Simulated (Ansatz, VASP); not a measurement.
## Two plane-wave programs on Li3SI

INCAR

```
PREC = Accurate ; ENCUT = 520
EDIFF = 1E-6 ; ISMEAR = 0
SIGMA = 0.01 ; LREAL = F
LASPH = T ; NELM = 100
ALGO = Normal ; ISIF = 2
LWAVE = F ; LCHARG = F
GGA = PE ; NBANDS = 19
```

KPOINTS

```
Automatic mesh
0
Gamma
  4 4 4
```

POSCAR

```
Li3SI
1.0
    4.8297196552      0.0000000000      0.0000000000
    0.0000000000      4.8297196552      0.0000000000
    0.0000000000      0.0000000000      4.8297196552
I S Li
1 1 3
Direct
    0.0000000000      0.0000000000      0.0000000000
    0.5000000000      0.5000000000      0.5000000000
    0.5000000000      0.5000000000      0.0000000000
    0.5000000000      0.0000000000      0.5000000000
    0.0000000000      0.5000000000      0.5000000000
```

Input for Ansatz:

```yaml
crystal:
  lattice:
    - [4.8297196552, 0.0, 0.0]
    - [0.0, 4.8297196552, 0.0]
    - [0.0, 0.0, 4.8297196552]
  atoms:
    - { symbol: I, position: [0.0, 0.0, 0.0] }
    - { symbol: S, position: [0.5, 0.5, 0.5] }
    - { symbol: Li, position: [0.5, 0.5, 0.0] }
    - { symbol: Li, position: [0.5, 0.0, 0.5] }
    - { symbol: Li, position: [0.0, 0.5, 0.5] }
kpoints:
  mp_grid: { grid: [4, 4, 4] }
hamiltonian:
  xc: pbe
scf:
  occupations: { method: fixed }
  n_extra_bands: 5
output:
  forces: true
  stress: true
  eigenvalues: true
```

Alike in both runs: task single point; functional PBE; k mesh 4 × 4 × 4; no spin polarisation.

```csv
,VASP,Ansatz
version,VASP 6.6.1,Ansatz 0.2.0
potentials or method,"VASP PAW PBE potentials, release 64 (I, S, Li_sv)","plane waves, PAW"
plane-wave cutoff (eV),520,420
occupations,"gaussian, width 0.01 eV",fixed
valence electrons in the cell,22,32
```

```tsv
	VASP	Ansatz	Ansatz less VASP
gap on the k mesh at the Fermi level (eV)	3.53	3.52	-0.006
```

VASP's potentials hold 22 valence electrons a cell and Ansatz's 32, so a difference there can come from the potentials and not from the codes.

Spin-orbit coupling is off throughout. Noted on VASP's run: the cutoff is short for stress, so the pressure is rough.
